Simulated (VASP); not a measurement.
# Pd: single point with PBEsol

The system is Pd.

```
Pd
1.0
     0.00000    2.76565    2.76565
     2.76565    0.00000    2.76565
     2.76565    2.76565    0.00000
Pd
2
Direct
  0.12500 0.12500 0.12500
  0.87500 0.87500 0.87500
```

This isn't the form of Pd at room conditions, which is fcc.

```yaml
Program: VASP 6.6.1
Task: single point
Functional: PBEsol
Potentials_or_basis: VASP PAW PBE potentials, release 64 (Pd)
Cutoff: 520 eV
k_mesh: 11 × 11 × 11
Occupations: fermi-dirac, width 0.05 eV
Spin: collinear spin
Starting_moments: "[-0.467, -0.467] μB"
```

```yaml
Pressure: 7.9 GPa
Net_moment: -0.99 μB per cell
Site_moments: Pd -0.48 μB
Valence_electrons_inside_the_program's_atomic_spheres: Pd 9.49
```

Levels at points of the mesh, in eV from the Fermi level:
Spin up:
| k point | band 8 | band 9 | band 10 | band 11 | band 12 | band 13 |
| --- | --- | --- | --- | --- | --- | --- |
| (0.00, 0.00, 0.00) | -1.48 | -1.48 | 0.00 | 0.00 | 12.66 | 12.66 |
Spin down:
| k point | band 9 | band 10 | band 11 | band 12 | band 13 | band 14 |
| --- | --- | --- | --- | --- | --- | --- |
| (0.00, 0.00, 0.00) | -1.82 | -0.36 | -0.36 | 12.57 | 12.57 | 12.57 |

Run time: 85 s on 1 thread of Intel(R) Xeon(R) Platinum 8259CL CPU @ 2.50GHz (Skylake/Cascade Lake), on a shared host, peak memory 0.23 GiB.

Caveat: the cell stands under pressure; the PAW data sets were made with another functional, which shifts forces and pressure a little.
